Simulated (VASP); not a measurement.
# MnSb (P6_3/mmc) in VASP: further runs

MnSb is run at these levels: PBE; tasks: single point, relaxation of cell and atoms.

All numbers are computed with VASP 6.6.1; they aren't measurements. Logs are shortened: lines on timing, memory, paths and dates and some standing lists are left out, and cuts for length are marked.

## (1) The cell of the first run

Symmetry: P6_3/mmc, No. 194, hexagonal system. Conventional cell: a = 4.119 Å, b = 4.119 Å, c = 4.804 Å, α = 90.00°, β = 90.00°, γ = 120.00°. Mn (site symmetry -3m) has 2 Mn at 2.40 Å and 6 Sb at 2.66 Å within 3.2 Å. Within 3.5 Å of Sb (site symmetry -6m2) lie 6 Mn at 2.66 Å and 6 Sb at 3.38 Å.

## (2) Single point, PBE

The input, INCAR:

```
SYSTEM = MnSb
PREC = Accurate ; ENCUT = 520
EDIFF = 1E-6 ; ISMEAR = 0
SIGMA = 0.05 ; LREAL = .False.
LASPH = .True. ; NELM = 100
ALGO = Normal ; ISIF = 2
LWAVE = .False. ; LCHARG = .False.
GGA = PE ; NBANDS = 26
```

The input, KPOINTS:

```
regular mesh
0
Gamma
  12 12 8
  0 0 0
```

The input, POSCAR:

```
MnSb
1.0
    4.1185275643      0.0000000000      0.0000000000
   -2.0592637821      3.5667494968      0.0000000000
    0.0000000000      0.0000000000      4.8044609868
Mn Sb
2 2
Direct
    0.0000000000      0.0000000000      0.0000000000
    0.0000000000      0.0000000000      0.5000000000
    0.3333333333      0.6666666667      0.2500000000
    0.6666666667      0.3333333333      0.7500000000
```

Potentials or basis: VASP PAW PBE potentials, release 64 (Mn_pv, Sb).

Started as:

```bash
> cat potpaw_PBE.64/Mn_pv/POTCAR potpaw_PBE.64/Sb/POTCAR > POTCAR
> mpirun -np 1 vasp_std > vasp.out
```

OUTCAR:

```text
SYSTEM = MnSb
   PREC = Accurate
   ENCUT = 520
   EDIFF = 1E-6
   ISMEAR = 0
   LREAL = .False.
   LASPH = .True.
   NELM = 100
   ISIF = 2
   GGA = PE

 ion  position               nearest neighbor table
   1  0.000  0.000  0.000-   2 2.40   2 2.40   4 2.66   3 2.66   3 2.66   4 2.66   4 2.66   3 2.66

   2  0.000  0.000  0.500-   1 2.40   1 2.40   4 2.66   3 2.66   3 2.66   4 2.66   4 2.66   3 2.66

   3  0.333  0.667  0.250-   1 2.66   2 2.66   1 2.66   2 2.66   1 2.66   2 2.66   4 3.38   4 3.38
                             4 3.38   4 3.38   4 3.38   4 3.38
   4  0.667  0.333  0.750-   1 2.66   2 2.66   1 2.66   2 2.66   1 2.66   2 2.66   3 3.38   3 3.38
                             3 3.38   3 3.38   3 3.38   3 3.38

  LATTYP: Found a hexagonal cell.
 ALAT       =     4.1185275643
 C/A-ratio  =     1.1665482170

  Lattice vectors:

 A1 = (   4.1185275643,   0.0000000000,   0.0000000000)
 A2 = (  -2.0592637821,   3.5667494968,   0.0000000000)
 A3 = (   0.0000000000,   0.0000000000,   4.8044609868)

Analysis of symmetry for initial positions (statically):
=====================================================================
 Subroutine PRICEL returns:
 Original cell was already a primitive cell.

 Routine SETGRP: Setting up the symmetry group for a
 hexagonal supercell.

 Subroutine GETGRP returns: Found 24 space group operations
 (whereof 12 operations were pure point group operations)
 out of a pool of 24 trial point group operations.

The static configuration has the point symmetry D_3d.
 The point group associated with its full space group is D_6h.

Analysis of symmetry for dynamics (positions and initial velocities):
=====================================================================
 Subroutine PRICEL returns:
 Original cell was already a primitive cell.

 Routine SETGRP: Setting up the symmetry group for a
 hexagonal supercell.

 Subroutine GETGRP returns: Found 24 space group operations
 (whereof 12 operations were pure point group operations)
 out of a pool of 24 trial point group operations.

The dynamic configuration has the point symmetry D_3d.
 The point group associated with its full space group is D_6h.

 Subroutine INISYM returns: Found 24 space group operations
 (whereof 12 operations are pure point group operations),
 and found     1 'primitive' translations

----------------------------------------------------------------------------------------

                                     Primitive cell

  volume of cell :      70.5764

  direct lattice vectors                    reciprocal lattice vectors
     4.118527564  0.000000000  0.000000000     0.242805222  0.140183660  0.000000000
    -2.059263782  3.566749497  0.000000000     0.000000000  0.280367321  0.000000000
     0.000000000  0.000000000  4.804460987     0.000000000  0.000000000  0.208139894

  length of vectors
     4.118527564  4.118527564  4.804460987     0.280367321  0.280367321  0.208139894

  position of ions in fractional coordinates (direct lattice)
     0.000000000  0.000000000  0.000000000
     0.000000000  0.000000000  0.500000000
     0.333333333  0.666666667  0.250000000
     0.666666667  0.333333333  0.750000000

  ion indices of the primitive-cell ions
   primitive index   ion index
                 1           1
                 2           2
                 3           3
                 4           4

----------------------------------------------------------------------------------------

 KPOINTS: regular mesh

Automatic generation of k-mesh.
 Grid dimensions read from file:
 generate k-points for:   12   12    8

 Generating k-lattice:

  Cartesian coordinates                     Fractional coordinates (reciprocal lattice)
     0.020233769  0.011681972  0.000000000     0.083333333  0.000000000  0.000000000
     0.000000000  0.023363943  0.000000000     0.000000000  0.083333333  0.000000000
     0.000000000  0.000000000  0.026017487     0.000000000  0.000000000  0.125000000

  Length of vectors
     0.023363943  0.023363943  0.026017487

  Shift w.r.t. Gamma in fractional coordinates (k-lattice)
     0.000000000  0.000000000  0.000000000

 Subroutine IBZKPT returns following result:
 ===========================================

 Found     95 irreducible k-points:

 Following reciprocal coordinates:
            Coordinates               Weight
  0.000000  0.000000  0.000000      1.000000
  0.083333 -0.000000  0.000000      6.000000
  0.166667  0.000000  0.000000      6.000000
  0.250000  0.000000  0.000000      6.000000
  0.333333  0.000000  0.000000      6.000000
  0.416667  0.000000  0.000000      6.000000
[... 16 lines left out ...]
  0.250000  0.000000  0.125000     12.000000
  0.333333  0.000000  0.125000     12.000000
 [... further k-points ...]
   k-points           NKPTS =     95   k-points in BZ     NKDIM =     95   number of bands    NBANDS=     26
   number of dos      NEDOS =    301   number of ions     NIONS =      4
   total plane-waves  NPLWV =  36864
   dimension x,y,z NGX =    32 NGY =   32 NGZ =   36
   dimension x,y,z NGXF=    64 NGYF=   64 NGZF=   72
   ions per type =               2   2
   NGX,Y,Z   is equivalent  to a cutoff of  12.92, 12.92, 12.46 a.u.
   NGXF,Y,Z  is equivalent  to a cutoff of  25.83, 25.83, 24.91 a.u.
 SYSTEM =  MnSb
   PREC   = accura    normal or accurate (medium, high low for compatibility)
   ISTART =      0    job   : 0-new  1-cont  2-samecut
   ICHARG =      2    charge: 1-file 2-atom 10-const
   ISPIN  =      1    spin polarized calculation?
   LNONCOLLINEAR =      F non collinear calculations
   LSORBIT =      F    spin-orbit coupling
   LASPH  =      T    aspherical Exc in radial PAW
   ENCUT  =  520.0 eV  38.22 Ry    6.18 a.u.   7.66  7.66  8.93*2*pi/ulx,y,z
   NELM   =    100;   NELMIN=  2; NELMDL= -5     # of ELM steps
   EDIFF  = 0.1E-05   stopping-criterion for ELM
   LREAL  =      F    real-space projection
   EDIFFG = 0.1E-04   stopping-criterion for IOM
   NSW    =      0    number of steps for IOM
   IBRION =     -1    ionic relax: 0-MD 1-quasi-New 2-CG
   NFREE  =      0    steps in history (QN), initial steepest desc. (CG)
   ISIF   =      2    stress and relaxation
   ISYM   =      2    0-nonsym 1-usesym 2-fastsym
   POTIM  = 0.5000    time-step for ionic-motion
   TEBEG  =    0.0;   TEEND  =   0.0 temperature during run
   PSTRESS=    0.0 pullay stress
   NELECT =      36.0000    total number of electrons
   NUPDOWN=      -1.0000    fix difference up-down
   EMIN   =  10.00;   EMAX   =-10.00  energy-range for DOS
   EFERMI =   0.00;   METHOD = LEGACY
   ISMEAR =     0;   SIGMA  =   0.05  broadening in eV -4-tet -1-fermi 0-gaus
   EFERMI_NEDOS =   21; number of points for ismear=-14 and -15
   IALGO  =     38    algorithm
   IMIX   =      4    mixing-type and parameters
     AMIX     =   0.40;   BMIX     =  1.00
     AMIX_MAG =   1.60;   BMIX_MAG =  1.00
  volume/ion in A,a.u.               =      17.64       119.07
  Fermi-wavevector in a.u.,A,eV,Ry     =   1.308045  2.471846 23.279308  1.710981
  Thomas-Fermi vector in A             =   2.438738
   LORBIT       =      0    0 simple, 1 ext, 2 COOP (PROOUT), +10 PAW based schemes
   GGA     = PE    functional components
   LHFCALC =     F    Hartree Fock is set to
   AEXX    =    0.0000 exact exchange contribution
   IVDW    =     0    specifies the selected vdW correction
   LEPSILON=     F    determine dielectric tensor
   LRPA    =     F    only Hartree local field effects (RPA)
 non-spin polarized calculation
 Gauss-broadening in eV      SIGMA  =   0.05
  energy-cutoff  :      520.00
  volume of cell :       70.58
 maximum number of plane-waves:      1928
 NGX is ok and might be reduce to    32
   NGX = 15   NGY = 15   NGZ = 17

 number of electron      36.0000050 magnetization

 Free energy of the ion-electron system (eV)
  ---------------------------------------------------
  ext. energy  EPLUGINS =         0.00000000
  ---------------------------------------------------
  free energy    TOTEN  =       -25.63530127 eV

  energy without entropy =      -25.62793227  energy(sigma->0) =      -25.63161677

 E-fermi :   9.6013     XC(G=0): -11.6128

 val. band max:        9.6000628878   @ k =   0.3333   0.1667   0.0000
 cond. band min:       9.6031122427   @ k =   0.2500   0.2500   0.0000
 fundamental gap:      0.0030493549
 Fermi energy:         9.6012909499

 k-point     1 :       0.0000    0.0000    0.0000
  band No.  band energies     occupation
      1     -38.5739      2.00000
      2     -38.0407      2.00000
      3     -37.9492      2.00000
      4     -37.9492      2.00000
      5     -37.8875      2.00000
      6     -37.8875      2.00000
[... 18 lines left out ...]
     25      13.7725      0.00000
     26      15.7754      0.00000

 k-point     2 :       0.0833   -0.0000    0.0000
  band No.  band energies     occupation
      1     -38.5738      2.00000
      2     -38.0407      2.00000
      3     -37.9494      2.00000
      4     -37.9493      2.00000
      5     -37.8876      2.00000
      6     -37.8875      2.00000
[... 18 lines left out ...]
     25      13.7296      0.00000
     26      15.9135      0.00000

 k-point     3 :       0.1667    0.0000    0.0000
  band No.  band energies     occupation
      1     -38.5737      2.00000
      2     -38.0406      2.00000
      3     -37.9502      2.00000
      4     -37.9495      2.00000
      5     -37.8880      2.00000
      6     -37.8875      2.00000
[... 572 lines left out ...]
 k-point    23 :       0.2500    0.0000    0.1250
  band No.  band energies     occupation
      1     -38.5536      2.00000
      2     -38.0613      2.00000
      3     -37.9488      2.00000
      4     -37.9474      2.00000
      5     -37.8909      2.00000
      6     -37.8899      2.00000
[... 18 lines left out ...]
     25      14.7928      0.00000
     26      15.8486      0.00000

 k-point    24 :       0.3333    0.0000    0.1250
  band No.  band energies     occupation
      1     -38.5534      2.00000
      2     -38.0612      2.00000
      3     -37.9498      2.00000
      4     -37.9477      2.00000
      5     -37.8915      2.00000
      6     -37.8899      2.00000
[... 18 lines left out ...]
     25      14.5548      0.00000
     26      15.5654      0.00000

 [... further k-points ...]

------------------------ aborting loop because EDIFF is reached ----------------------------------------

  FORCE on cell =-STRESS in cart. coord.  units (eV):
  Direction    XX          YY          ZZ          XY          YZ          ZX
  --------------------------------------------------------------------------------------
  -------------------------------------------------------------------------------------
  Total       -0.0879192     -0.0879192      0.0174992     -0.0000000     -0.0000000     -0.0000000
  in kB       -1.9958820     -1.9958820      0.3972558     -0.0000000     -0.0000000     -0.0000000
  external PRESSURE =      -1.1981694 kB  Pullay stress =       0.0000000 kB

 VOLUME and BASIS-vectors are now :
 -----------------------------------------------------------------------------
  energy-cutoff  :      520.00
  volume of cell :       70.58
      direct lattice vectors                 reciprocal lattice vectors
     4.118527564  0.000000000  0.000000000     0.242805222  0.140183660  0.000000000
    -2.059263782  3.566749497  0.000000000     0.000000000  0.280367321  0.000000000
     0.000000000  0.000000000  4.804460987     0.000000000  0.000000000  0.208139894

 POSITION                                       TOTAL-FORCE (eV/Angst)
 -----------------------------------------------------------------------------------
      0.00000      0.00000      0.00000        -0.000000      0.000000     -0.000000
      0.00000      0.00000      2.40223         0.000000      0.000000     -0.000000
     -0.00000      2.37783      1.20112         0.000000     -0.000000     -0.000000
      2.05926      1.18892      3.60335        -0.000000      0.000000      0.000000
 -----------------------------------------------------------------------------------
    total drift:                                0.000000     -0.000000      0.000000

  FREE ENERGIE OF THE ION-ELECTRON SYSTEM (eV)
  ---------------------------------------------------
  free  energy   TOTEN  =       -25.6353012655 eV

  energy  without entropy=      -25.6279322715  energy(sigma->0) =      -25.63161677
```

Run time: 1.9 min. Hardware: 1 thread of Intel Xeon Platinum 8375C at 2.90GHz (Ice Lake), shared host; peak memory 0.28 GiB.

What came out:

* Free energy: -25.6353 eV
* Pressure: -0.1 GPa
* Band gap on the k mesh: zero (band 18 reaches 10.19 eV, above the bottom of band 19 at 9.23 eV)

Caveat: spin-orbit coupling is left out, which moves the levels of the heavy elements. Spin polarisation is off, so any magnetic state and its effect on volume and gap are missing.

## (3) Single point, PBE

The input, INCAR:

```
PREC = Accurate
ENCUT = 520
EDIFF = 1E-7
ISMEAR = 0
SIGMA = 0.05
LREAL = F
LASPH = T
NELM = 100
ALGO = Normal
ISIF = 2
LWAVE = F
LCHARG = T
GGA = PE
LELF = T
LVHAR = T
NBANDS = 26
```

The input, KPOINTS:

```
Automatic mesh
0
Gamma
  12 12 8
```

POSCAR is that of step 2.

Potentials or basis: VASP PAW PBE potentials, release 64 (Mn_pv, Sb).

Started as:

```bash
> cat potpaw_PBE.64/Mn_pv/POTCAR potpaw_PBE.64/Sb/POTCAR > POTCAR
> mpirun -np 1 vasp_std > vasp.out
```

Run time: 2.6 min. Hardware: 1 thread of Intel Xeon Platinum 8375C at 2.90GHz (Ice Lake), shared host; peak memory 0.28 GiB.

Results (log left out):

| Property | Result |
| --- | --- |
| Free energy | -25.6353 eV |
| Pressure | -0.1 GPa |
| Band gap on the k mesh | zero (band 18 reaches 10.19 eV, above the bottom of band 19 at 9.24 eV) |

Stress tensor (GPa, compression positive):
```
-0.22  0.00  0.00
 0.00 -0.22  0.00
 0.00  0.00  0.04
```

Levels at points of the mesh, in eV from the Fermi level:
```
           k point  band 14  band 15  band 16  band 17  band 18  band 19  band 20  band 21  band 22  band 23
(0.00, 0.00, 0.00)    -1.80    -0.43    -0.43     0.58     0.58     0.79     0.79     2.48     2.71     3.62
(0.50, 0.00, 0.00)    -2.38    -1.82    -1.24    -0.79    -0.06     0.08     0.74     0.80     1.14     3.27
(0.00, 0.00, 0.50)    -1.61    -0.87    -0.87    -0.87    -0.87     0.85     0.85     3.15     3.15     3.15
(0.50, 0.00, 0.50)    -1.66    -0.70    -0.70    -0.37    -0.37    -0.37    -0.37     1.39     1.39     2.86
```

Caveat: spin-orbit coupling is left out, which moves the levels of the heavy elements. Spin polarisation is off, so any magnetic state and its effect on volume and gap are missing.

## (4) Relaxation of cell and atoms, PBE

The input, INCAR:

```
SYSTEM = MnSb
PREC = Accurate ; ENCUT = 600
EDIFF = 1E-6 ; ISMEAR = 0
SIGMA = 0.05 ; LREAL = .FALSE.
LASPH = .TRUE. ; NELM = 100
ALGO = Normal ; ISIF = 3
LWAVE = .FALSE. ; LCHARG = .FALSE.
GGA = PE ; IBRION = 2
NSW = 50 ; EDIFFG = -0.01
```

The input, KPOINTS:

```
regular mesh
0
G
  12 12 8
  0 0 0
```

POSCAR is that of step 3.

Started as:

```bash
> cat potpaw_PBE.64/Mn_pv/POTCAR potpaw_PBE.64/Sb/POTCAR > POTCAR
> mpirun -np 1 vasp_std > vasp.out
```

Run time: 11 min. Hardware: 1 thread of Intel Xeon Platinum 8375C at 2.90GHz (Ice Lake), shared host; peak memory 0.35 GiB.

The run converged. Its results:

```yaml
Free_energy: -25.6352 eV
Relaxed_volume: 17.62 Å³/atom
Relaxed_cell: a = 4.114 Å, b = 4.114 Å, c = 4.808 Å, α = 90.00°, β = 90.00°, γ = 120.00°
Space_group_after_relaxing_to_0.05_Å: P6_3/mmc (No. 194)
Energy_gained_by_relaxing: 0.0 meV/atom
Ionic_steps: 8
Pressure_after_relaxing: 0.0 GPa
Band_gap_on_the_k_mesh: zero (band 18 reaches 10.21 eV, above the bottom of band 19 at 9.25 eV)
```

Stress tensor (GPa, compression positive):
```
-0.02  0.00  0.00
 0.00 -0.02  0.00
 0.00  0.00  0.07
```

Step by step:
| step | energy change (eV) | largest force (eV/Å) | pressure (GPa) | volume (Å³) |
| --- | --- | --- | --- | --- |
| 1 | 0.0000 | 0.0000 | -0.17 | 70.58 |
| 2 | 0.0000 | 0.0000 | 0.21 | 70.38 |
| 3 | -0.0001 | 0.0000 | 0.09 | 70.46 |
| 4 | -0.0001 | 0.0000 | 0.09 | 70.47 |
| 5 | -0.0001 | 0.0000 | -0.04 | 70.52 |
| 6 | -0.0001 | 0.0000 | 0.00 | 70.48 |
| 7 | -0.0001 | 0.0000 | 0.01 | 70.47 |
| 8 | -0.0001 | 0.0000 | 0.01 | 70.49 |

Final structure:
```
CELL_PARAMETERS angstrom
4.11444 0.00000 0.00000
-2.05722 3.56321 0.00000
0.00000 0.00000 4.80787
ATOMIC_POSITIONS crystal
Mn 0.00000 0.00000 0.00000
Mn 0.00000 0.00000 0.50000
Sb 0.33333 0.66667 0.25000
Sb 0.66667 0.33333 0.75000
```

Levels at points of the mesh, in eV from the Fermi level:
```tsv
k point	band 16	band 17	band 18	band 19	band 20	band 21
(0.00, 0.00, 0.00)	-0.43	0.59	0.59	0.79	0.79	2.48
(0.50, 0.00, 0.00)	-1.24	-0.79	-0.06	0.08	0.73	0.80
(0.00, 0.00, 0.50)	-0.87	-0.87	-0.87	0.86	0.86	3.16
(0.50, 0.00, 0.50)	-0.70	-0.37	-0.37	-0.37	-0.37	1.40
```

Caveat: spin-orbit coupling is left out, which moves the levels of the heavy elements. Spin polarisation is off, so any magnetic state and its effect on volume and gap are missing.
